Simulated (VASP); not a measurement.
Input of a VASP 6.6.1 run:

The input INCAR:

```
  PREC = Accurate
  ENCUT = 520
  EDIFF = 1E-6
  ISMEAR = -1
  SIGMA = 0.03
  LREAL = False
  LASPH = True
  NELM = 150
  ALGO = Normal
  ISIF = 2
  LWAVE = False
  LCHARG = True
  ISPIN = 2
  MAGMOM = 0 0.147 0.147 0.146
  LORBIT = 11
  NUPDOWN = 0.44
  LMAXMIX = 4
  GGA = PE
  LELF = True
  LVHAR = True
  NBANDS = 28
```

Contents of KPOINTS:

```
Automatic mesh
0
Gamma
  10 10 10
```

The input POSCAR:

```
AlNi3
1.0
    3.5230547267      0.0000000000      0.0000000000
    0.0000000000      3.5230547267      0.0000000000
    0.0000000000      0.0000000000      3.5230547267
Al Ni
1 3
Direct
    0.0000000000      0.0000000000      0.0000000000
    0.0000000000      0.5000000000      0.5000000000
    0.5000000000      0.0000000000      0.5000000000
    0.5000000000      0.5000000000      0.0000000000
```

Potentials or basis: VASP PAW PBE potentials, release 64 (Al, Ni).

Launch:

```console
$ cat potpaw_PBE.64/Al/POTCAR potpaw_PBE.64/Ni/POTCAR > POTCAR
$ mpirun -np 1 vasp_std > vasp.out
```

**Question.** Estimate the pressure.

**Answer.** 7.2 GPa.

Caveat: the total moment is fixed, so each spin has its own Fermi level.
